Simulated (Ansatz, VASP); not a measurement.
# One calculation of AlN, two programs

```xyz
8
Lattice="-1.6378 2.8368 0.0000 0.0000 0.0000 4.1006 4.9135 2.8368 0.0000" Properties=species:S:1:pos:R:3 pbc="T T T"
Al    0.6200    2.0152    3.0755
Al    1.6378    4.7280    3.0755
Al    1.6378    0.9456    1.0252
Al    3.2757    3.7824    1.0252
N     0.0000    1.8912    1.0252
N     1.6378    4.7280    1.0252
N     1.6378    0.9456    3.0755
N     3.2757    3.7824    3.0755
```

Alike in both runs: task single point; functional LDA; k mesh 8 × 6 × 4; occupations gaussian, width 0.05 eV; no spin polarisation.

```csv
,VASP,Ansatz
version,VASP 6.6.1,Ansatz 0.2.0
potentials or method,"VASP PAW LDA potentials, release 64 (Al, N), cutoff 520 eV","scalar-relativistic, plane waves, PAW"
valence electrons in the cell,32,32
```

VASP gave:

| Quantity | Value |
| --- | --- |
| gap on the k mesh at the Fermi level (eV) | 2.43 |
| least direct gap on the mesh (eV) | 2.43 |
| pressure (GPa) | 15.7 |
| traceless stress, the component that is largest in VASP (GPa) | -25.88 |
| rms of the force components (eV/Å) | 4.611 |

Task: Estimate Ansatz's values.

Result: gap on the k mesh at the Fermi level (eV): 2.43; least direct gap on the mesh (eV): 2.43; pressure (GPa): 14.8; traceless stress, the component that is largest in VASP (GPa): -25.25; rms of the force components (eV/Å): 4.540.

Ansatz warns that its potentials were made for another functional, while VASP's fit it. LDA's correlation is that of Perdew and Zunger in VASP and of Perdew and Wang (1992) in Ansatz. Atom by atom the forces differ by 0.073 eV/Å (rms over components).
